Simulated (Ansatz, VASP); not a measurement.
**TaN: VASP beside Ansatz**

The input POSCAR:

```
TaN
1.0
    3.0208026035      0.0000000000      0.0000000000
   -1.5104013018      2.6160917945      0.0000000000
    0.0000000000      0.0000000000      2.7271133787
Ta N
1 1
Direct
    0.3333333333      0.6666666667      0.5000000000
    0.0000000000      0.0000000000      0.0000000000
```

INCAR.step1

```
SYSTEM = TaN
ALGO = Normal
EDIFF = 1E-4
ENCUT = 520
GGA = PE
ISMEAR = 0
LASPH = .True.
LCHARG = .False.
LREAL = .False.
LWAVE = .True.
NBANDS = 15
NELM = 60
PREC = Accurate
SIGMA = 0.15
```

The input INCAR.step2:

```
SYSTEM = TaN
ALGO = Normal
EDIFF = 1E-6
ENCUT = 520
ISIF = 2
ISMEAR = 0
ISTART = 1
LASPH = .True.
LCHARG = .False.
LMIXTAU = .True.
LREAL = .False.
LWAVE = .False.
METAGGA = R2SCAN
NBANDS = 15
NELM = 60
PREC = Accurate
SIGMA = 0.15
```

Contents of KPOINTS:

```
k-points
0
Gamma
  24 24 18
  0 0 0
```

Input for Ansatz:

```yaml
crystal:
  lattice:
    - [3.0208026035, 0.0, 0.0]
    - [-1.5104013018, 2.6160917945, 0.0]
    - [0.0, 0.0, 2.7271133787]
  atoms:
    - { symbol: Ta, position: [0.3333333333, 0.6666666667, 0.5] }
    - { symbol: "N", position: [0.0, 0.0, 0.0] }
basis:
  ecutwfc: 500
kpoints:
  mp_grid: { grid: [24, 24, 18] }
hamiltonian:
  xc: r2scan
scf:
  occupations: { method: gaussian, width: 0.15 }
output:
  forces: true
  stress: true
  eigenvalues: true
```

Alike in both runs: task single point; functional r2SCAN; k mesh 24 × 24 × 18; occupations gaussian, width 0.15 eV; no spin polarisation.

```csv
,VASP,Ansatz
version,VASP 6.6.1,Ansatz 0.2.0
potentials or method,"VASP PAW PBE potentials, release 64 (Ta_pv, N), cutoff 520 eV","scalar-relativistic, plane waves, PAW"
valence electrons in the cell,16,18
```

```tsv
	VASP	Ansatz	Ansatz less VASP
gap on the k mesh at the Fermi level (eV)	none	none	-
pressure (GPa)	5.4	3.7	-1.69
traceless stress, the component that is largest in VASP (GPa)	39.34	39.11	-0.226
```

VASP's potentials were made for PBE, not for r2SCAN. A gap of «none» marks a metal or a gap that the smearing closes. With one functional, cell and mesh, what is left measures potentials, basis and numerics. VASP's potentials hold 16 valence electrons a cell and Ansatz's 18, so a difference there can come from the potentials and not from the codes.

Spin-orbit coupling is off throughout.
